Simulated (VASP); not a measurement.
# Zr (P6_3/mmc) in VASP: further runs, part 2 of 2

VASP 6.6.1. The steps go on from the part before.

## (4) Electric field gradients, PBE (zz strain of +3 %)

Contents of INCAR:

```
  PREC = Accurate
  ENCUT = 520
  EDIFF = 1E-8
  ISMEAR = -1
  SIGMA = 0.08
  LREAL = F
  LASPH = T
  NELM = 80
  ALGO = Normal
  ISIF = 2
  LWAVE = F
  LCHARG = F
  GGA = PE
  LEFG = T
  NBANDS = 19
```

Contents of KPOINTS:

```
Automatic mesh
0
Gamma
  13 13 7
```

Contents of POSCAR:

```
Zr
1.0
    3.2319982225      0.0000000000      0.0000000000
   -1.6159991112      2.7989925656      0.0000000000
    0.0000000000      0.0000000000      5.3014100000
Zr
2
Direct
    0.3333333333      0.6666666667      0.2500000000
    0.6666666667      0.3333333333      0.7500000000
```

Potentials or basis: VASP PAW PBE potentials, release 64 (Zr_sv).

Started as:

```
> cat potpaw_PBE.64/Zr_sv/POTCAR > POTCAR
> mpirun -np 1 vasp_std > vasp.out
```

OUTCAR:

```text
PREC = Accurate
   ENCUT = 520
   EDIFF = 1E-8
   ISMEAR = -1
   LREAL = F
   LASPH = T
   NELM = 80
   ISIF = 2
   GGA = PE

 ion  position               nearest neighbor table
   1  0.333  0.667  0.250-   2 3.24   2 3.24   2 3.24   2 3.24   2 3.24   2 3.24
   2  0.667  0.333  0.750-   1 3.24   1 3.24   1 3.24   1 3.24   1 3.24   1 3.24

  LATTYP: Found a hexagonal cell.
 ALAT       =     3.2319982225
 C/A-ratio  =     1.6402886496

  Lattice vectors:

 A1 = (   3.2319982225,   0.0000000000,   0.0000000000)
 A2 = (  -1.6159991112,   2.7989925656,   0.0000000000)
 A3 = (   0.0000000000,   0.0000000000,   5.3014100000)

Analysis of symmetry for initial positions (statically):
=====================================================================
 Subroutine PRICEL returns:
 Original cell was already a primitive cell.

 Routine SETGRP: Setting up the symmetry group for a
 hexagonal supercell.

 Subroutine GETGRP returns: Found 24 space group operations
 (whereof 12 operations were pure point group operations)
 out of a pool of 24 trial point group operations.

The static configuration has the point symmetry D_3d.
 The point group associated with its full space group is D_6h.

Analysis of symmetry for dynamics (positions and initial velocities):
=====================================================================
 Subroutine PRICEL returns:
 Original cell was already a primitive cell.

 Routine SETGRP: Setting up the symmetry group for a
 hexagonal supercell.

 Subroutine GETGRP returns: Found 24 space group operations
 (whereof 12 operations were pure point group operations)
 out of a pool of 24 trial point group operations.

The dynamic configuration has the point symmetry D_3d.
 The point group associated with its full space group is D_6h.

 Subroutine INISYM returns: Found 24 space group operations
 (whereof 12 operations are pure point group operations),
 and found     1 'primitive' translations

----------------------------------------------------------------------------------------

                                     Primitive cell

  volume of cell :      47.9584

  direct lattice vectors                    reciprocal lattice vectors
     3.231998223  0.000000000  0.000000000     0.309406111  0.178635701  0.000000000
    -1.615999111  2.798992566  0.000000000     0.000000000  0.357271403  0.000000000
     0.000000000  0.000000000  5.301410000     0.000000000  0.000000000  0.188629063

  length of vectors
     3.231998223  3.231998222  5.301410000     0.357271403  0.357271403  0.188629063

  position of ions in fractional coordinates (direct lattice)
     0.333333333  0.666666667  0.250000000
     0.666666667  0.333333333  0.750000000

  ion indices of the primitive-cell ions
   primitive index   ion index
                 1           1
                 2           2

[... 61 lines left out ...]
 SYSTEM =  unknown system
   PREC   = accura    normal or accurate (medium, high low for compatibility)
   ISTART =      0    job   : 0-new  1-cont  2-samecut
   ICHARG =      2    charge: 1-file 2-atom 10-const
   ISPIN  =      1    spin polarized calculation?
   LNONCOLLINEAR =      F non collinear calculations
   LSORBIT =      F    spin-orbit coupling
   LASPH  =      T    aspherical Exc in radial PAW
   ENCUT  =  520.0 eV  38.22 Ry    6.18 a.u.   6.01  6.01  9.86*2*pi/ulx,y,z
   NELM   =     80;   NELMIN=  2; NELMDL= -5     # of ELM steps
   EDIFF  = 0.1E-07   stopping-criterion for ELM
   LREAL  =      F    real-space projection
   EDIFFG = 0.1E-06   stopping-criterion for IOM
   NSW    =      0    number of steps for IOM
   IBRION =     -1    ionic relax: 0-MD 1-quasi-New 2-CG
   NFREE  =      0    steps in history (QN), initial steepest desc. (CG)
   ISIF   =      2    stress and relaxation
   ISYM   =      2    0-nonsym 1-usesym 2-fastsym
   POTIM  = 0.5000    time-step for ionic-motion
   TEBEG  =    0.0;   TEEND  =   0.0 temperature during run
   PSTRESS=    0.0 pullay stress
   NELECT =      24.0000    total number of electrons
   NUPDOWN=      -1.0000    fix difference up-down
   EMIN   =  10.00;   EMAX   =-10.00  energy-range for DOS
   EFERMI =   0.00;   METHOD = LEGACY
   ISMEAR =    -1;   SIGMA  =   0.08  broadening in eV -4-tet -1-fermi 0-gaus
   EFERMI_NEDOS =   21; number of points for ismear=-14 and -15
   IALGO  =     38    algorithm
   IMIX   =      4    mixing-type and parameters
     AMIX     =   0.40;   BMIX     =  1.00
     AMIX_MAG =   1.60;   BMIX_MAG =  1.00
  volume/ion in A,a.u.               =      23.98       161.82
  Fermi-wavevector in a.u.,A,eV,Ry     =   1.299742  2.456156 22.984721  1.689329
  Thomas-Fermi vector in A             =   2.430986
   LORBIT       =      0    0 simple, 1 ext, 2 COOP (PROOUT), +10 PAW based schemes
   GGA     = PE    functional components
[... 5 lines left out ...]
 non-spin polarized calculation
  energy-cutoff  :      520.00
  volume of cell :       47.96
 maximum number of plane-waves:      1309
   NGX = 13   NGY = 13   NGZ = 19

 number of electron      24.0000001 magnetization

 Free energy of the ion-electron system (eV)
  ---------------------------------------------------
  ext. energy  EPLUGINS =         0.00000000
  ---------------------------------------------------
  free energy    TOTEN  =       -17.04965535 eV

  energy without entropy =      -17.00415400  energy(sigma->0) =      -17.02690468

 E-fermi :   8.6435     XC(G=0): -10.9481

 val. band max:        8.6429669985   @ k =   0.1538  -0.0000   0.0000
 cond. band min:       8.6519774452   @ k =   0.3077   0.2308   0.2857
 fundamental gap:      0.0090104466
 Fermi energy:         8.6434594663

 k-point     1 :       0.0000    0.0000    0.0000
  band No.  band energies     occupation
      1     -40.2178      2.00000
      2     -40.0963      2.00000
      3     -18.6588      2.00000
      4     -17.8687      2.00000
      5     -17.8687      2.00000
      6     -17.7991      2.00000
[... 505 lines left out ...]
      6     -17.9078      2.00000
[... 11 lines left out ...]
     18      10.9071      0.00000
     19      13.2478      0.00000

 [... further k-points ...]
[... 5 lines left out ...]
  --------------------------------------------------------------------------------------
  -------------------------------------------------------------------------------------
  Total       -0.4833884     -0.4833884     -1.0918085     -0.0000000      0.0000000      0.0000000
  in kB      -16.1488846    -16.1488846    -36.4747914     -0.0000000      0.0000000      0.0000000
  external PRESSURE =     -22.9241869 kB  Pullay stress =       0.0000000 kB

 VOLUME and BASIS-vectors are now :
 -----------------------------------------------------------------------------
  energy-cutoff  :      520.00
  volume of cell :       47.96
      direct lattice vectors                 reciprocal lattice vectors
     3.231998223  0.000000000  0.000000000     0.309406111  0.178635701  0.000000000
    -1.615999111  2.798992566  0.000000000     0.000000000  0.357271403  0.000000000
     0.000000000  0.000000000  5.301410000     0.000000000  0.000000000  0.188629063

 POSITION                                       TOTAL-FORCE (eV/Angst)
 -----------------------------------------------------------------------------------
     -0.00000      1.86600      1.32535        -0.000000      0.000000      0.000000
      1.61600      0.93300      3.97606         0.000000     -0.000000      0.000000
 -----------------------------------------------------------------------------------
    total drift:                               -0.000000      0.000000     -0.000000

  FREE ENERGIE OF THE ION-ELECTRON SYSTEM (eV)
  ---------------------------------------------------
  free  energy   TOTEN  =       -17.0496553527 eV

  energy  without entropy=      -17.0041540045  energy(sigma->0) =      -17.02690468

 Electric field gradients (V/A^2)
---------------------------------------------------------------------
 ion       V_xx      V_yy      V_zz      V_xy      V_xz      V_yz
---------------------------------------------------------------------
   1     -12.001   -12.001    24.001     0.000     0.000    -0.000
   2     -12.001   -12.001    24.001     0.000    -0.000     0.000
---------------------------------------------------------------------

 Electric field gradients after diagonalization (V/A^2)
 (convention: |V_zz| > |V_xx| > |V_yy|)
----------------------------------------------------------------------
 ion       V_xx      V_yy      V_zz     asymmetry (V_yy - V_xx)/ V_zz
----------------------------------------------------------------------
   1     -12.001   -12.000    24.001       0.000
   2     -12.001   -12.000    24.001       0.000
----------------------------------------------------------------------

           NMR quadrupolar parameters

 Cq : quadrupolar parameter    Cq=e*Q*V_zz/h
 eta: asymmetry parameters     (V_yy - V_xx)/ V_zz
 Q  : nuclear electric quadrupole moment in mb (millibarn)
----------------------------------------------------------------------
 ion       Cq(MHz)       eta       Q (mb)
----------------------------------------------------------------------
   1       0.058       0.000       1.000
   2       0.058       0.000       1.000
----------------------------------------------------------------------
```

OSZICAR:

```text
N       E                     dE             d eps       ncg     rms          rms(c)
DAV:   1     0.214121041945E+03    0.21412E+03   -0.13182E+04  3192   0.125E+03
DAV:   2    -0.134397649155E+01   -0.21547E+03   -0.21129E+03  3669   0.367E+02
DAV:   3    -0.173850890111E+02   -0.16041E+02   -0.15919E+02  5837   0.711E+01
DAV:   4    -0.177789347607E+02   -0.39385E+00   -0.39335E+00  3827   0.118E+01
DAV:   5    -0.177922473805E+02   -0.13313E-01   -0.13309E-01  4641   0.142E+00    0.136E+01
DAV:   6    -0.171669004742E+02    0.62535E+00   -0.97629E-01  3458   0.738E+00    0.523E+00
DAV:   7    -0.170437345475E+02    0.12317E+00   -0.60533E-01  4470   0.509E+00    0.112E+00
DAV:   8    -0.170495485055E+02   -0.58140E-02   -0.39833E-02  4251   0.143E+00    0.253E-01
DAV:   9    -0.170497001920E+02   -0.15169E-03   -0.16185E-03  4082   0.355E-01    0.321E-02
DAV:  10    -0.170496555081E+02    0.44684E-04   -0.43351E-05  4249   0.364E-02    0.244E-02
DAV:  11    -0.170496555821E+02   -0.73998E-07   -0.96878E-06  3601   0.336E-02    0.241E-03
DAV:  12    -0.170496557868E+02   -0.20465E-06   -0.47317E-07  4572   0.436E-03    0.249E-03
DAV:  13    -0.170496554407E+02    0.34610E-06   -0.38294E-08  3341   0.159E-03    0.951E-04
DAV:  14    -0.170496553556E+02    0.85110E-07   -0.92531E-09  2037   0.113E-03    0.215E-04
DAV:  15    -0.170496553527E+02    0.28622E-08   -0.85262E-10  1974   0.265E-04
   1 F= -.17049655E+02 E0= -.17026905E+02  d E =-.455013E-01
```

stdout:

```text
POSCAR found type information on POSCAR Zr
 POSCAR found :  1 types and       2 ions
 scaLAPACK will be used
 LDA part: xc-table for (Slater+PW92), standard interpolation
 POSCAR, INCAR and KPOINTS ok, starting setup
 FFT: planning ... GRIDC
 FFT: planning ... GRID_SOFT
 FFT: planning ... GRID
 WAVECAR not read
 entering main loop
ion   1

ion   2
```

Run time: 60 s. Hardware: 1 thread of Intel Xeon Platinum 8259CL at 2.50GHz (Skylake/Cascade Lake), shared host; peak memory 0.19 GiB.

What came out:

```
Free energy            : -17.0497 eV
Pressure               : -2.3 GPa
Band gap on the k mesh : zero (band 12 reaches 9.51 eV, above the bottom of band 13 at 8.44 eV)
```

Electric field gradients, principal values (V/Å²):
```
atom    least   middle  greatest (by size)
1 Zr  -12.000  -12.001              24.001
2 Zr  -12.000  -12.001              24.001
```

Caveat: the cell differs from its parent crystal (zz strain of +3 %); without QUAD_EFG the Cq values of the log hold for a quadrupole moment of 1 mb, not for the nuclei.

## (5) Electric field gradients, PBE (equal xx and yy strain of -3 %)

Contents of INCAR:

```
PREC = Accurate ; ENCUT = 520
EDIFF = 1E-8 ; ISMEAR = -1
SIGMA = 0.08 ; LREAL = False
LASPH = True ; NELM = 100
ALGO = Normal ; ISIF = 2
LWAVE = False ; LCHARG = False
GGA = PE ; LEFG = True
NBANDS = 19
```

Contents of KPOINTS:

```
regular mesh
0
Gamma
  13 13 7
```

Contents of POSCAR:

```
Zr
1.0
    3.1350382758      0.0000000000      0.0000000000
   -1.5675191379      2.7150227886      0.0000000000
    0.0000000000      0.0000000000      5.1470000000
Zr
2
Direct
    0.3333333333      0.6666666667      0.2500000000
    0.6666666667      0.3333333333      0.7500000000
```

Potentials or basis: VASP PAW PBE potentials, release 64 (Zr_sv).

Started as:

```
> cat potpaw_PBE.64/Zr_sv/POTCAR > POTCAR
> mpirun -np 1 vasp_std > vasp.out
```

OUTCAR:

```text
PREC = Accurate
   ENCUT = 520
   EDIFF = 1E-8
   ISMEAR = -1
   LREAL = False
   LASPH = True
   NELM = 100
   ISIF = 2
   GGA = PE

 ion  position               nearest neighbor table
   1  0.333  0.667  0.250-   2 3.15   2 3.15   2 3.15   2 3.15   2 3.15   2 3.15
   2  0.667  0.333  0.750-   1 3.15   1 3.15   1 3.15   1 3.15   1 3.15   1 3.15

  LATTYP: Found a hexagonal cell.
 ALAT       =     3.1350382758
 C/A-ratio  =     1.6417662393

  Lattice vectors:

 A1 = (   3.1350382758,   0.0000000000,   0.0000000000)
[... 743 lines left out ...]
  ---------------------------------------------------
  free  energy   TOTEN  =       -16.9976308225 eV

  energy  without entropy=      -16.9531446531  energy(sigma->0) =      -16.97538774

 Electric field gradients (V/A^2)
---------------------------------------------------------------------
 ion       V_xx      V_yy      V_zz      V_xy      V_xz      V_yz
---------------------------------------------------------------------
   1     -13.205   -13.205    26.409    -0.000     0.000    -0.000
   2     -13.205   -13.205    26.409    -0.000    -0.000     0.000
---------------------------------------------------------------------

 Electric field gradients after diagonalization (V/A^2)
 (convention: |V_zz| > |V_xx| > |V_yy|)
----------------------------------------------------------------------
 ion       V_xx      V_yy      V_zz     asymmetry (V_yy - V_xx)/ V_zz
----------------------------------------------------------------------
   1     -13.205   -13.205    26.409       0.000
   2     -13.205   -13.205    26.409       0.000
----------------------------------------------------------------------

           NMR quadrupolar parameters

 Cq : quadrupolar parameter    Cq=e*Q*V_zz/h
 eta: asymmetry parameters     (V_yy - V_xx)/ V_zz
 Q  : nuclear electric quadrupole moment in mb (millibarn)
----------------------------------------------------------------------
 ion       Cq(MHz)       eta       Q (mb)
----------------------------------------------------------------------
   1       0.064       0.000       1.000
   2       0.064       0.000       1.000
----------------------------------------------------------------------
```

stdout:

```text
POSCAR found type information on POSCAR Zr
 POSCAR found :  1 types and       2 ions
 scaLAPACK will be used
 LDA part: xc-table for (Slater+PW92), standard interpolation
 POSCAR, INCAR and KPOINTS ok, starting setup
 FFT: planning ... GRIDC
 FFT: planning ... GRID_SOFT
 FFT: planning ... GRID
 WAVECAR not read
 entering main loop
ion   1

ion   2
```

Run time: 1.7 min. Hardware: 1 thread of Intel Xeon 8259CL, shared host; peak memory 0.16 GiB.

Results:

| Property | Result |
| --- | --- |
| Free energy | -16.9976 eV |
| Pressure | 6.7 GPa |
| Band gap on the k mesh | zero (band 12 reaches 10.61 eV, above the bottom of band 13 at 9.50 eV) |

Stress tensor (GPa, compression positive):
```
7.23 0.00 0.00
0.00 7.23 0.00
0.00 0.00 5.62
```

Electric field gradients, principal values (V/Å²):
| atom | least | middle | greatest (by size) |
| --- | --- | --- | --- |
| 1 Zr | -13.205 | -13.205 | 26.409 |
| 2 Zr | -13.205 | -13.205 | 26.409 |

Caveat: the cell differs from its parent crystal (equal xx and yy strain of -3 %); without QUAD_EFG the Cq values of the log hold for a quadrupole moment of 1 mb, not for the nuclei.

## (6) Summary

| cell | gap on the mesh (eV) | pressure (GPa) |
| --- | --- | --- |
| a = 3.232, b = 3.232, c = 5.096 Å, angles 90.0, 90.0, 120.0°, 2 atoms | none | 1.5 |
| a = 3.232, b = 3.232, c = 5.198 Å, angles 90.0, 90.0, 120.0°, 2 atoms | none | -0.5 |
| a = 3.232, b = 3.232, c = 5.301 Å, angles 90.0, 90.0, 120.0°, 2 atoms | none | -2.3 |
| a = 3.135, b = 3.135, c = 5.147 Å, angles 90.0, 90.0, 120.0°, 2 atoms | none | 6.7 |

Alike in all rows: task electric field gradients; level PBE; potentials or basis VASP PAW PBE potentials, release 64 (Zr_sv); no spin polarisation; k mesh 13 × 13 × 7; cutoff (eV) 520; smearing fermi-dirac 0.08 eV.

Absolute energies hang on the potentials; compare differences alone.
